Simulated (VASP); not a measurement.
# Na4H in VASP: notebook

Na4H is run at these levels: PBE; tasks: single point.

Everything below comes from runs of VASP 6.6.1. Logs are shortened: lines on timing, memory, paths and dates and some standing lists are left out, and cuts for length are marked.

## Step 1: The cell of the first run

The cell holds a slab with vacuum, 10 atoms: a = 7.267 Å, b = 7.267 Å, c = 20.967 Å, α = 90.00°, β = 90.00°, γ = 109.47°.

## Step 2: Single point, PBE

File INCAR:

```
ALGO = Normal
DIPOL = 0.5 0.5 0.300
EDIFF = 1E-6
ENCUT = 400
GGA = PE
GGA_COMPAT = False
IDIPOL = 3
ISIF = 2
ISMEAR = 0
LASPH = True
LCHARG = False
LDIPOL = True
LREAL = False
LWAVE = False
NBANDS = 40
NELM = 120
NELMDL = -8
PREC = Accurate
SIGMA = 0.1
```

File KPOINTS:

```
k-points
0
Gamma
  4 4 1
```

File POSCAR:

```
Na4H
1.0
    7.2665054626      0.0000000000      0.0000000000
   -2.4221684875      6.8509270508      0.0000000000
    0.0000000000      0.0000000000     20.9665384335
Na H
8 2
Direct
    0.2500000000      0.2500000000      0.1907801811
    0.2500000000      0.7500000000      0.1907801811
    0.7500000000      0.2500000000      0.1907801811
    0.7500000000      0.7500000000      0.1907801811
    0.0000000000      0.0000000000      0.3322693660
    0.0000000000      0.5000000000      0.3322693660
    0.5000000000      0.0000000000      0.3322693660
    0.5000000000      0.5000000000      0.3322693660
    0.0854033960      0.3333333333      0.4562764838
    0.2479299373      0.3333333333      0.4562764838
```

Potentials or basis: VASP PAW PBE potentials, release 64 (Na_pv, H).

The run is started by

```sh
$ cat potpaw_PBE.64/Na_pv/POTCAR potpaw_PBE.64/H/POTCAR > POTCAR
$ mpirun -np 1 vasp_std > vasp.out
```

OUTCAR:

```text
EDIFF = 1E-6
   ENCUT = 400
   GGA = PE
   ISIF = 2
   ISMEAR = 0
   LASPH = True
   LREAL = False
   NELM = 120
   NELMDL = -8
   PREC = Accurate

 ion  position               nearest neighbor table
   1  0.250  0.250  0.191-
   2  0.250  0.750  0.191-
   3  0.750  0.250  0.191-
   4  0.750  0.750  0.191-
   5  0.000  0.000  0.332-
   6  0.000  0.500  0.332-
   7  0.500  0.000  0.332-
   8  0.500  0.500  0.332-
   9  0.085  0.333  0.456-
  10  0.248  0.333  0.456-

  LATTYP: Found a base centered orthorhombic cell.
 ALAT       =     8.3906377698
 B/A-ratio  =     1.4142135624
 C/A-ratio  =     2.4988015225

  Lattice vectors:

 A1 = (   7.2665054626,   0.0000000000,   0.0000000000)
 A2 = (  -2.4221684875,   6.8509270508,   0.0000000000)
 A3 = (   0.0000000000,   0.0000000000,  20.9665384335)

Analysis of symmetry for initial positions (statically):
=====================================================================
 Subroutine PRICEL returns:
 Original cell was already a primitive cell.

 Routine SETGRP: Setting up the symmetry group for a
 base centered orthorhombic supercell.

 Subroutine GETGRP returns: Found  1 space group operations
 (whereof  1 operations were pure point group operations)
 out of a pool of  8 trial point group operations.

The static configuration has the point symmetry C_1 .

Analysis of symmetry for dynamics (positions and initial velocities):
=====================================================================
 Subroutine PRICEL returns:
 Original cell was already a primitive cell.

 Routine SETGRP: Setting up the symmetry group for a
 base centered orthorhombic supercell.

 Subroutine GETGRP returns: Found  1 space group operations
 (whereof  1 operations were pure point group operations)
 out of a pool of  8 trial point group operations.

The dynamic configuration has the point symmetry C_1 .

 Subroutine INISYM returns: Found  1 space group operations
 (whereof  1 operations are pure point group operations),
 and found     1 'primitive' translations

----------------------------------------------------------------------------------------

[... 103 lines left out ...]
   PSTRESS=    0.0 pullay stress
   NELECT =      58.0000    total number of electrons
   NUPDOWN=      -1.0000    fix difference up-down
   EMIN   =  10.00;   EMAX   =-10.00  energy-range for DOS
   EFERMI =   0.00;   METHOD = LEGACY
   ISMEAR =     0;   SIGMA  =   0.10  broadening in eV -4-tet -1-fermi 0-gaus
   EFERMI_NEDOS =   21; number of points for ismear=-14 and -15
   IALGO  =     38    algorithm
   IMIX   =      4    mixing-type and parameters
     AMIX     =   0.40;   BMIX     =  1.00
     AMIX_MAG =   1.60;   BMIX_MAG =  1.00
  volume/ion in A,a.u.               =     104.38       704.37
  Fermi-wavevector in a.u.,A,eV,Ry     =   0.624717  1.180545  5.309971  0.390272
  Thomas-Fermi vector in A             =   1.685372
   LORBIT       =      0    0 simple, 1 ext, 2 COOP (PROOUT), +10 PAW based schemes
   GGA     = PE    functional components
   LHFCALC =     F    Hartree Fock is set to
   AEXX    =    0.0000 exact exchange contribution
   IVDW    =     0    specifies the selected vdW correction
   LEPSILON=     F    determine dielectric tensor
   LRPA    =     F    only Hartree local field effects (RPA)
 non-spin polarized calculation
 Gauss-broadening in eV      SIGMA  =   0.10
  energy-cutoff  :      400.00
  volume of cell :     1043.76
 maximum number of plane-waves:     19038
   NGX = 23   NGY = 23   NGZ = 69

 dipolmoment           0.000000      0.000000     -0.000480 electrons x Angstroem

 number of electron      57.9999956 magnetization

 dipolmoment           0.000000      0.000000      0.046954 electrons x Angstroem

 Free energy of the ion-electron system (eV)
  ---------------------------------------------------
  ext. energy  EPLUGINS =         0.00000000
  ---------------------------------------------------
  free energy    TOTEN  =       -14.52898639 eV

  energy without entropy =      -14.49974095  energy(sigma->0) =      -14.51436367

 E-fermi :  -1.9179     XC(G=0):  -2.6781

 val. band max:       -1.9238873114   @ k =   0.0000   0.2500   0.0000
 cond. band min:      -1.9169444667   @ k =   0.0000   0.5000   0.0000
 fundamental gap:      0.0069428447
 Fermi energy:        -1.9178626157

 k-point     1 :       0.0000    0.0000    0.0000
  band No.  band energies     occupation
      1     -27.1727      2.00000
      2     -27.1660      2.00000
      3     -27.1596      2.00000
      4     -27.1429      2.00000
      5     -27.1407      2.00000
      6     -27.1399      2.00000
[... 419 lines left out ...]
     39       1.1980      0.00000
     40       1.2097      0.00000

------------------------ aborting loop because EDIFF is reached ----------------------------------------

 vacuum level on the upper side and lower side of the slab       (xc-potential included)         0.079        -0.151

  FORCE on cell =-STRESS in cart. coord.  units (eV):
  Direction    XX          YY          ZZ          XY          YZ          ZX
  --------------------------------------------------------------------------------------
  -------------------------------------------------------------------------------------
  Total       -5.8501979     -1.6419479     -0.6014796     -0.2836787     -0.0396038     -0.0460268
  in kB       -8.9800645     -2.5203930     -0.9232723     -0.4354473     -0.0607919     -0.0706512
  external PRESSURE =      -4.1412433 kB  Pullay stress =       0.0000000 kB

 VOLUME and BASIS-vectors are now :
 -----------------------------------------------------------------------------
  energy-cutoff  :      400.00
  volume of cell :     1043.76
      direct lattice vectors                 reciprocal lattice vectors
     7.266505463  0.000000000  0.000000000     0.137617732  0.048655216  0.000000000
    -2.422168488  6.850927051  0.000000000     0.000000000  0.145965647  0.000000000
     0.000000000  0.000000000 20.966538433     0.000000000  0.000000000  0.047695045

 POSITION                                       TOTAL-FORCE (eV/Angst)
 -----------------------------------------------------------------------------------
      1.21108      1.71273      4.00000         0.011380     -0.003832      0.011245
      0.00000      5.13820      4.00000        -0.000941      0.006950      0.013574
      4.84434      1.71273      4.00000        -0.009179      0.000700     -0.004357
      3.63325      5.13820      4.00000        -0.000269     -0.003910     -0.004717
      0.00000      0.00000      6.96654         0.002007     -0.016311      0.004568
     -1.21108      3.42546      6.96654        -0.034019      0.011205      0.010929
      3.63325      0.00000      6.96654         0.002460      0.021362      0.008967
      2.42217      3.42546      6.96654         0.045132     -0.000956      0.007365
     -0.18681      2.28364      9.56654         3.983434      0.000459     -0.011140
      0.99419      2.28364      9.56654        -4.000004     -0.015667     -0.036434
 -----------------------------------------------------------------------------------
    total drift:                               -0.000003     -0.000003     -0.002295

  FREE ENERGIE OF THE ION-ELECTRON SYSTEM (eV)
  ---------------------------------------------------
  free  energy   TOTEN  =       -14.5289863884 eV

  energy  without entropy=      -14.4997409510  energy(sigma->0) =      -14.51436367

 vacuum level on the upper side and lower side of the slab         1.128         0.915
```

stdout:

```text
POSCAR found type information on POSCAR NaH
 POSCAR found :  2 types and      10 ions
 scaLAPACK will be used
 LDA part: xc-table for (Slater+PW92), standard interpolation
 POSCAR, INCAR and KPOINTS ok, starting setup
 FFT: planning ... GRIDC
 FFT: planning ... GRID_SOFT
 FFT: planning ... GRID
 WAVECAR not read
 entering main loop
```

Wall time 12 min (1 thread of Oxide Virtual Turin-like, shared host); peak memory 0.69 GiB.

Results:

```
Free energy            : -14.5290 eV
Largest force          : 4.000 eV/Å
Band gap on the k mesh : zero (bands 29 and 30 overlap by 0.74 eV)
```

Forces on the atoms (eV/Å):
```
Na   0.011 -0.004  0.011
Na  -0.001  0.007  0.014
Na  -0.009  0.001 -0.004
Na   0.000 -0.004 -0.005
Na   0.002 -0.016  0.005
Na  -0.034  0.011  0.011
Na   0.002  0.021  0.009
Na   0.045 -0.001  0.007
H    3.983  0.000 -0.011
H   -4.000 -0.016 -0.036
```

## Step 3: Single point, PBE

File INCAR:

```
ALGO     = Normal         # electronic algorithm
DIPOL    = 0.5 0.5 0.310
EDIFF    = 1E-6           # SCF threshold, eV
ENCUT    = 400            # plane-wave cutoff, eV
GGA      = PE             # functional
GGA_COMPAT= F            
IDIPOL   = 3            
ISIF     = 2              # what is computed and relaxed
ISMEAR   = 0              # smearing method
LASPH    = T              # aspherical terms in the spheres
LCHARG   = F              # write CHGCAR
LDIPOL   = T            
LREAL    = F              # projectors in reciprocal space
LWAVE    = F              # write WAVECAR
NBANDS   = 40             # bands
NELM     = 120            # most SCF steps
NELMDL   = -8           
PREC     = Accurate       # precision mode
SIGMA    = 0.1            # smearing width, eV
```

KPOINTS is that of step 2.

Edit POSCAR of step 2 so:

```diff
@@ -16,3 +16,3 @@
     0.5000000000      0.5000000000      0.3322693660
-    0.0854033960      0.3333333333      0.4562764838
-    0.2479299373      0.3333333333      0.4562764838
+    0.0854033960      0.3333333333      0.5039715291
+    0.2479299373      0.3333333333      0.5039715291
```

Potentials or basis: VASP PAW PBE potentials, release 64 (Na_pv, H).

The run is started by

```sh
$ cat potpaw_PBE.64/Na_pv/POTCAR potpaw_PBE.64/H/POTCAR > POTCAR
$ mpirun -np 1 vasp_std > vasp.out
```

It took 11 min on 1 thread of Oxide Virtual Turin-like, shared host; peak memory 0.71 GiB.

It converged, with:

```yaml
Free_energy: -14.5160 eV
Largest_force: 4.544 eV/Å
Band_gap_on_the_k_mesh: zero (bands 29 and 30 overlap by 0.77 eV)
```

Forces in eV/Å, atoms in the order of the input:
```
Na   0.003 -0.001 -0.005
Na   0.001  0.002 -0.007
Na  -0.003  0.000 -0.011
Na  -0.001 -0.001 -0.012
Na  -0.001 -0.005  0.010
Na  -0.009  0.002  0.010
Na   0.002  0.005  0.011
Na   0.011  0.000  0.009
H    4.541  0.002  0.000
H   -4.544 -0.005 -0.005
```

Levels at points of the mesh, in eV from the Fermi level:
```
           k point  band 25  band 26  band 27  band 28  band 29  band 30  band 31  band 32  band 33  band 34
(0.00, 0.00, 0.00)    -5.90    -2.82    -1.16     0.34     0.35     0.36     0.36     0.74     1.06     1.18
(0.50, 0.00, 0.00)    -5.90    -2.01    -2.01    -0.43    -0.34     0.10     0.11     0.84     1.53     1.59
(0.00, 0.50, 0.00)    -5.90    -2.01    -2.01    -0.38    -0.34     0.08     0.11     1.04     1.40     1.52
(0.50, 0.50, 0.00)    -5.90    -1.75    -1.74    -0.68    -0.67    -0.17    -0.08     0.76     0.94     1.11
```

(Continued in part 2 of 2.)

The gap in the log of VASP goes by the Fermi energy; the results here count the filled bands.